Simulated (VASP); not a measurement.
# Si4BW (F-43m) in VASP: a series of runs

Si4BW is run at these levels: PBE; tasks: single point.

All numbers are computed with VASP 6.6.1; they aren't measurements. Logs are shortened: lines on timing, memory, paths and dates and some standing lists are left out, and cuts for length are marked.

**1. The cell of the first run**

The structure is cubic, space group F-43m (No. 216). The conventional cell has a = 6.800 Å, b = 6.800 Å, c = 6.800 Å, α = 90.00°, β = 90.00°, γ = 90.00°. Within 3.2 Å of Si (site symmetry 3m) lie 6 Si at 2.39 to 2.42 Å and 3 B at 2.82 Å and 3 W at 2.82 Å. Within 3.7 Å of B (site symmetry -43m) lie 12 Si at 2.82 Å and 4 W at 2.94 Å. Within 3.7 Å of W (site symmetry -43m) lie 12 Si at 2.82 Å and 4 B at 2.94 Å.

The cell was built from a structure type or drawn by symmetry, and may not be a known phase.

**2. Single point, PBE**

Contents of INCAR:

```
SYSTEM = Si4BW
ALGO = Normal
EDIFF = 1E-6
ENCUT = 520
GGA = PE
ISIF = 2
ISMEAR = 0
LASPH = .True.
LCHARG = .False.
LREAL = .False.
LWAVE = .False.
NBANDS = 26
NELM = 60
PREC = Accurate
SIGMA = 0.1
```

Contents of KPOINTS:

```
k-points
0
Gamma
  4 4 4
  0 0 0
```

Contents of POSCAR:

```
Si4BW
1.0
    0.0000000000      3.3998873317      3.3998873317
    3.3998873317      0.0000000000      3.3998873317
    3.3998873317      3.3998873317      0.0000000000
Si B W
4 1 1
Direct
    0.8756104215      0.3731687355      0.8756104215
    0.8756104215      0.8756104215      0.3731687355
    0.8756104215      0.8756104215      0.8756104215
    0.3731687355      0.8756104215      0.8756104215
    0.2500000000      0.2500000000      0.2500000000
    0.5000000000      0.5000000000      0.5000000000
```

Potentials or basis: VASP PAW PBE potentials, release 64 (Si, B, W_sv).

On the command line:

```sh
$ cat potpaw_PBE.64/Si/POTCAR potpaw_PBE.64/B/POTCAR potpaw_PBE.64/W_sv/POTCAR > POTCAR
$ mpirun -np 1 vasp_std > vasp.out
```

OUTCAR:

```text
SYSTEM = Si4BW
   EDIFF = 1E-6
   ENCUT = 520
   GGA = PE
   ISIF = 2
   ISMEAR = 0
   LASPH = .True.
   LREAL = .False.
   NELM = 60
   PREC = Accurate

 ion  position               nearest neighbor table
   1  0.876  0.373  0.876-   2 2.39   3 2.39   4 2.39   2 2.42   3 2.42   4 2.42   6 2.82   6 2.82
                             6 2.82
   2  0.876  0.876  0.373-   1 2.39   3 2.39   4 2.39   3 2.42   1 2.42   4 2.42   6 2.82   6 2.82
                             6 2.82
   3  0.876  0.876  0.876-   1 2.39   2 2.39   4 2.39   2 2.42   1 2.42   4 2.42   6 2.82   6 2.82
                             6 2.82
   4  0.373  0.876  0.876-   1 2.39   2 2.39   3 2.39   3 2.42   2 2.42   1 2.42   6 2.82   6 2.82
                             6 2.82
   5  0.250  0.250  0.250-
   6  0.500  0.500  0.500-   1 2.82   2 2.82   4 2.82   1 2.82   3 2.82   4 2.82   2 2.82   3 2.82
                             4 2.82   1 2.82   2 2.82   3 2.82

  LATTYP: Found a face centered cubic cell.
 ALAT       =     6.7997746634

  Lattice vectors:

 A1 = (   0.0000000000,   3.3998873317,   3.3998873317)
 A2 = (   3.3998873317,   0.0000000000,   3.3998873317)
 A3 = (   3.3998873317,   3.3998873317,   0.0000000000)

Analysis of symmetry for initial positions (statically):
=====================================================================
 Subroutine PRICEL returns:
 Original cell was already a primitive cell.

 Routine SETGRP: Setting up the symmetry group for a
 face centered cubic supercell.

 Subroutine GETGRP returns: Found 24 space group operations
 (whereof 24 operations were pure point group operations)
 out of a pool of 48 trial point group operations.

The static configuration has the point symmetry T_d .

Analysis of symmetry for dynamics (positions and initial velocities):
=====================================================================
 Subroutine PRICEL returns:
 Original cell was already a primitive cell.

 Routine SETGRP: Setting up the symmetry group for a
 face centered cubic supercell.

 Subroutine GETGRP returns: Found 24 space group operations
 (whereof 24 operations were pure point group operations)
 out of a pool of 48 trial point group operations.

The dynamic configuration has the point symmetry T_d .

 Subroutine INISYM returns: Found 24 space group operations
 (whereof 24 operations are pure point group operations),
 and found     1 'primitive' translations

----------------------------------------------------------------------------------------

                                     Primitive cell

  volume of cell :      78.6002

  direct lattice vectors                    reciprocal lattice vectors
     0.000000000  3.399887332  3.399887332    -0.147063697  0.147063697  0.147063697
     3.399887332  0.000000000  3.399887332     0.147063697 -0.147063697  0.147063697
     3.399887332  3.399887332  0.000000000     0.147063697  0.147063697 -0.147063697

  length of vectors
     4.808166775  4.808166775  4.808166775     0.254721795  0.254721795  0.254721795

  position of ions in fractional coordinates (direct lattice)
     0.875610421  0.373168736  0.875610421
     0.875610421  0.875610421  0.373168736
     0.875610421  0.875610421  0.875610421
     0.373168736  0.875610421  0.875610421
     0.250000000  0.250000000  0.250000000
     0.500000000  0.500000000  0.500000000

  ion indices of the primitive-cell ions
   primitive index   ion index
                 1           1
                 2           2
                 3           3
                 4           4
                 5           5
                 6           6

----------------------------------------------------------------------------------------

 KPOINTS: k-points

Automatic generation of k-mesh.
 Grid dimensions read from file:
 generate k-points for:    4    4    4

 Generating k-lattice:

  Cartesian coordinates                     Fractional coordinates (reciprocal lattice)
    -0.036765924  0.036765924  0.036765924     0.250000000  0.000000000  0.000000000
     0.036765924 -0.036765924  0.036765924     0.000000000  0.250000000  0.000000000
     0.036765924  0.036765924 -0.036765924     0.000000000  0.000000000  0.250000000

  Length of vectors
     0.063680449  0.063680449  0.063680449

  Shift w.r.t. Gamma in fractional coordinates (k-lattice)
     0.000000000  0.000000000  0.000000000

 Subroutine IBZKPT returns following result:
 ===========================================

 Found      8 irreducible k-points:

 Following reciprocal coordinates:
            Coordinates               Weight
  0.000000  0.000000  0.000000      1.000000
  0.250000  0.000000  0.000000      8.000000
  0.500000  0.000000  0.000000      4.000000
  0.250000  0.250000  0.000000      6.000000
  0.500000  0.250000  0.000000     24.000000
 -0.250000  0.250000  0.000000     12.000000
  0.500000  0.500000  0.000000      3.000000
 -0.250000  0.500000  0.250000      6.000000
   k-points           NKPTS =      8   k-points in BZ     NKDIM =      8   number of bands    NBANDS=     26
   number of dos      NEDOS =    301   number of ions     NIONS =      6
   total plane-waves  NPLWV =  46656
   dimension x,y,z NGX =    36 NGY =   36 NGZ =   36
   dimension x,y,z NGXF=    72 NGYF=   72 NGZF=   72
   ions per type =               4   1   1
   NGX,Y,Z   is equivalent  to a cutoff of  12.45, 12.45, 12.45 a.u.
   NGXF,Y,Z  is equivalent  to a cutoff of  24.89, 24.89, 24.89 a.u.
 SYSTEM =  Si4BW
   PREC   = accura    normal or accurate (medium, high low for compatibility)
   ISTART =      0    job   : 0-new  1-cont  2-samecut
   ICHARG =      2    charge: 1-file 2-atom 10-const
   ISPIN  =      1    spin polarized calculation?
   LNONCOLLINEAR =      F non collinear calculations
   LSORBIT =      F    spin-orbit coupling
   LASPH  =      T    aspherical Exc in radial PAW
   ENCUT  =  520.0 eV  38.22 Ry    6.18 a.u.   8.94  8.94  8.94*2*pi/ulx,y,z
   NELM   =     60;   NELMIN=  2; NELMDL= -5     # of ELM steps
   EDIFF  = 0.1E-05   stopping-criterion for ELM
   LREAL  =      F    real-space projection
   EDIFFG = 0.1E-04   stopping-criterion for IOM
   NSW    =      0    number of steps for IOM
   IBRION =     -1    ionic relax: 0-MD 1-quasi-New 2-CG
   NFREE  =      0    steps in history (QN), initial steepest desc. (CG)
   ISIF   =      2    stress and relaxation
   ISYM   =      2    0-nonsym 1-usesym 2-fastsym
   POTIM  = 0.5000    time-step for ionic-motion
   TEBEG  =    0.0;   TEEND  =   0.0 temperature during run
   PSTRESS=    0.0 pullay stress
   NELECT =      33.0000    total number of electrons
   NUPDOWN=      -1.0000    fix difference up-down
   EMIN   =  10.00;   EMAX   =-10.00  energy-range for DOS
   EFERMI =   0.00;   METHOD = LEGACY
   ISMEAR =     0;   SIGMA  =   0.10  broadening in eV -4-tet -1-fermi 0-gaus
   EFERMI_NEDOS =   21; number of points for ismear=-14 and -15
   IALGO  =     38    algorithm
   IMIX   =      4    mixing-type and parameters
     AMIX     =   0.40;   BMIX     =  1.00
     AMIX_MAG =   1.60;   BMIX_MAG =  1.00
  volume/ion in A,a.u.               =      13.10        88.40
  Fermi-wavevector in a.u.,A,eV,Ry     =   1.225853  2.316526 20.445677  1.502715
  Thomas-Fermi vector in A             =   2.360875
   LORBIT       =      0    0 simple, 1 ext, 2 COOP (PROOUT), +10 PAW based schemes
   GGA     = PE    functional components
   LHFCALC =     F    Hartree Fock is set to
   AEXX    =    0.0000 exact exchange contribution
   IVDW    =     0    specifies the selected vdW correction
   LEPSILON=     F    determine dielectric tensor
   LRPA    =     F    only Hartree local field effects (RPA)
 non-spin polarized calculation
 Gauss-broadening in eV      SIGMA  =   0.10
  energy-cutoff  :      520.00
  volume of cell :       78.60
 maximum number of plane-waves:      2148
   NGX = 17   NGY = 17   NGZ = 17

 number of electron      32.9999997 magnetization

 Free energy of the ion-electron system (eV)
  ---------------------------------------------------
  ext. energy  EPLUGINS =         0.00000000
  ---------------------------------------------------
  free energy    TOTEN  =       -35.72656474 eV

  energy without entropy =      -35.71547444  energy(sigma->0) =      -35.72101959

 E-fermi :  10.7379     XC(G=0): -11.8611

 val. band max:       10.5652101177   @ k =   0.5000   0.2500   0.0000
 cond. band min:      10.7800029239   @ k =  -0.2500   0.2500   0.0000
 fundamental gap:      0.2147928062
 Fermi energy:        10.7379005515

 k-point     1 :       0.0000    0.0000    0.0000
  band No.  band energies     occupation
      1     -63.9683      2.00000
      2     -28.1506      2.00000
      3     -28.1506      2.00000
      4     -28.1506      2.00000
      5      -4.3478      2.00000
      6       2.3782      2.00000
[... 18 lines left out ...]
     25      18.5527      0.00000
     26      18.5527      0.00000

 k-point     2 :       0.2500    0.0000    0.0000
  band No.  band energies     occupation
      1     -63.9683      2.00000
      2     -28.1526      2.00000
      3     -28.1509      2.00000
      4     -28.1509      2.00000
      5      -3.8055      2.00000
      6       0.6256      2.00000
[... 18 lines left out ...]
     25      15.7166      0.00000
     26      15.7229      0.00000

 k-point     3 :       0.5000    0.0000    0.0000
  band No.  band energies     occupation
      1     -63.9683      2.00000
      2     -28.1545      2.00000
      3     -28.1512      2.00000
      4     -28.1512      2.00000
      5      -2.7714      2.00000
      6      -1.1891      2.00000
[... 108 lines left out ...]
 k-point     7 :       0.5000    0.5000    0.0000
  band No.  band energies     occupation
      1     -63.9683      2.00000
      2     -28.1543      2.00000
      3     -28.1521      2.00000
      4     -28.1521      2.00000
      5      -1.8219      2.00000
      6      -1.6872      2.00000
[... 18 lines left out ...]
     25      15.9207      0.00000
     26      15.9207      0.00000

 k-point     8 :      -0.2500    0.5000    0.2500
  band No.  band energies     occupation
      1     -63.9683      2.00000
      2     -28.1534      2.00000
      3     -28.1530      2.00000
      4     -28.1521      2.00000
      5      -1.6657      2.00000
      6      -1.6296      2.00000
[... 18 lines left out ...]
     25      14.5282      0.00000
     26      15.8235      0.00000

------------------------ aborting loop because EDIFF is reached ----------------------------------------

  FORCE on cell =-STRESS in cart. coord.  units (eV):
  Direction    XX          YY          ZZ          XY          YZ          ZX
  --------------------------------------------------------------------------------------
  -------------------------------------------------------------------------------------
  Total       -0.0040172     -0.0040172     -0.0040172      0.0000000      0.0000000      0.0000000
  in kB       -0.0818870     -0.0818870     -0.0818870      0.0000000      0.0000000      0.0000000
  external PRESSURE =      -0.0818870 kB  Pullay stress =       0.0000000 kB

 VOLUME and BASIS-vectors are now :
 -----------------------------------------------------------------------------
  energy-cutoff  :      520.00
  volume of cell :       78.60
      direct lattice vectors                 reciprocal lattice vectors
     0.000000000  3.399887332  3.399887332    -0.147063697  0.147063697  0.147063697
     3.399887332  0.000000000  3.399887332     0.147063697 -0.147063697  0.147063697
     3.399887332  3.399887332  0.000000000     0.147063697  0.147063697 -0.147063697

 POSITION                                       TOTAL-FORCE (eV/Angst)
 -----------------------------------------------------------------------------------
      4.24571      5.95395      4.24571         0.002841     -0.002841      0.002841
      4.24571      4.24571      5.95395         0.002841      0.002841     -0.002841
      5.95395      5.95395      5.95395        -0.002841     -0.002841     -0.002841
      5.95395      4.24571      4.24571        -0.002841      0.002841      0.002841
      1.69994      1.69994      1.69994        -0.000000      0.000000      0.000000
      3.39989      3.39989      3.39989        -0.000000      0.000000      0.000000
 -----------------------------------------------------------------------------------
    total drift:                               -0.000000     -0.000000     -0.000000

  FREE ENERGIE OF THE ION-ELECTRON SYSTEM (eV)
  ---------------------------------------------------
  free  energy   TOTEN  =       -35.7265647447 eV

  energy  without entropy=      -35.7154744444  energy(sigma->0) =      -35.72101959
```

Wall time 22 s (1 thread of Intel Xeon Platinum 8488C (Sapphire Rapids), shared host); peak memory 0.21 GiB.

Results:

| Property | Result |
| --- | --- |
| Free energy | -35.7266 eV |
| Pressure | 0.0 GPa |
| Largest force | 0.005 eV/Å |
| Band gap on the k mesh | zero (an odd number of electrons rules out a gap without spin polarisation) |

Forces in eV/Å, atoms in the order of the input:
```
Si   0.003 -0.003  0.003
Si   0.003  0.003 -0.003
Si  -0.003 -0.003 -0.003
Si  -0.003  0.003  0.003
B    0.000  0.000  0.000
W    0.000  0.000  0.000
```

Caveat: the k points lie up to 0.40 Å⁻¹ apart, too coarse for converged energies and pressures of a metal; spin-orbit coupling is left out, which moves the levels of the heavy elements.

**3. Single point, PBE**

This run uses another cell than the first one, of 13.61 Å³/atom.

Contents of INCAR:

```
PREC = Accurate
ENCUT = 520
EDIFF = 1E-6
ISMEAR = 0
SIGMA = 0.1
LREAL = False
LASPH = True
NELM = 60
ALGO = Normal
ISIF = 2
LWAVE = False
LCHARG = False
GGA = PE
NBANDS = 26
```

Contents of KPOINTS:

```
regular mesh
0
Gamma
  4 4 4
```

Contents of POSCAR:

```
Si4BW
1.0
    0.0000000000      3.4434011300      3.4434011300
    3.4434011300      0.0000000000      3.4434011300
    3.4434011300      3.4434011300      0.0000000000
Si B W
4 1 1
Direct
    0.8769079000      0.3692763100      0.8769079000
    0.8769079000      0.8769079000      0.3692763100
    0.8769079000      0.8769079000      0.8769079000
    0.3692763100      0.8769079000      0.8769079000
    0.2500000000      0.2500000000      0.2500000000
    0.5000000000      0.5000000000      0.5000000000
```

Potentials or basis: VASP PAW PBE potentials, release 64 (Si, B, W_sv).

On the command line:

```sh
$ cat potpaw_PBE.64/Si/POTCAR potpaw_PBE.64/B/POTCAR potpaw_PBE.64/W_sv/POTCAR > POTCAR
$ mpirun -np 1 vasp_std > vasp.out
```

Wall time 26 s (1 thread of Intel Xeon Platinum 8488C (Sapphire Rapids), shared host); peak memory 0.21 GiB.

It converged, with:

- Free energy: -35.6552 eV
- Pressure: -5.3 GPa
- Largest force: 0.606 eV/Å
- Band gap on the k mesh: zero (an odd number of electrons rules out a gap without spin polarisation)

Forces in eV/Å, atoms in the order of the input:
```
Si   0.350 -0.350  0.350
Si   0.350  0.350 -0.350
Si  -0.350 -0.350 -0.350
Si  -0.350  0.350  0.350
B    0.000  0.000  0.000
W    0.000  0.000  0.000
```

Levels at points of the mesh, in eV from the Fermi level:
```tsv
k point	band 14	band 15	band 16	band 17	band 18	band 19
(0.00, 0.00, 0.00)	-4.31	-4.31	-0.54	-0.54	-0.54	1.55
(0.50, 0.00, 0.00)	-2.71	-1.06	0.13	0.56	0.56	0.84
(0.50, 0.50, 0.00)	-2.06	-1.35	0.40	0.49	0.68	0.68
```

Caveat: the k points lie up to 0.40 Å⁻¹ apart, too coarse for converged energies and pressures of a metal; spin-orbit coupling is left out, which moves the levels of the heavy elements.
